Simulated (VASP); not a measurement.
Ni2S3:

```xyz
5
Lattice="3.9134 0.0000 0.0000 -1.9567 3.3891 0.0000 0.0000 0.0000 6.0886" Properties=species:S:1:pos:R:3 pbc="T T T"
Ni    0.0000    2.2594    1.4917
Ni    1.9567    1.1297    4.5969
S     0.0000    0.0000    0.0000
S     0.0000    2.2594    3.9272
S     1.9567    1.1297    2.1615
```

* Program: VASP 6.6.1
* Task: relaxation of cell and atoms
* Functional: PBE
* Potentials or basis: VASP PAW PBE potentials, release 64 (Ni, S)
* Cutoff: 600 eV
* k mesh: 6 × 6 × 4
* Occupations: gaussian, width 0.1 eV
* Spin: no spin polarisation

At the start: pressure -8.3 GPa; volume 16.15 Å³/atom.

Question: Where does the relaxation end?

Answer: Over 46 steps the energy falls by 268.0 meV/atom and the volume is 15.71 Å³/atom (-2.7 %); space group P-3m1 (No. 164, to 0.1 Å) before and after.

The path:
```csv
step,energy change (eV),largest force (eV/Å),pressure (GPa),volume (Å³)
1,0.0000,0.4042,-8.28,80.75
3,-0.2398,0.3431,0.49,73.28
5,-0.3481,0.4221,1.46,73.03
7,0.5898,3.2681,31.06,69.56
9,-0.4896,1.1042,7.92,72.21
11,-0.5366,1.1808,8.12,72.92
13,-0.5845,1.7283,10.62,75.46
15,-1.0553,1.1348,1.34,83.25
17,-1.1747,0.4767,-3.56,89.01
19,-1.2601,0.0860,-3.21,89.24
21,-1.2675,0.2084,-3.13,89.27
23,-1.2966,0.1282,-0.22,86.81
25,-1.2966,0.1824,0.15,86.44
27,-1.2980,0.1398,-0.03,86.51
29,-1.3011,0.1325,0.10,85.56
31,-1.3025,0.0735,-0.14,85.91
33,-1.3036,0.0350,-0.46,85.96
35,-1.3057,0.1050,0.10,85.15
37,-1.3082,0.1121,0.10,84.69
39,-1.3194,0.1661,0.27,82.63
41,-1.3338,0.2266,0.39,79.72
43,-1.3374,0.1456,-0.42,79.32
45,-1.3399,0.0504,0.08,78.68
46,-1.3400,0.0328,0.17,78.56
```

Final structure:
```
Ni S
1.0
     3.33262    0.00000    0.00000
    -1.66631    2.88614    0.00000
     0.00000    0.00000    8.16728
Ni S
2 3
Direct
  0.33333 0.66667 0.18683
  0.66667 0.33333 0.81317
  0.00000 0.00000 0.00000
  0.33333 0.66667 0.68043
  0.66667 0.33333 0.31957
```

Caveat: a cell axis changed by over 15 % at a fixed basis, so the end point is rough; this functional lacks dispersion, which binds the layers, so the pressure and a relaxed spacing across them are unreliable; the run has no spin polarisation, though such a crystal can be magnetic.
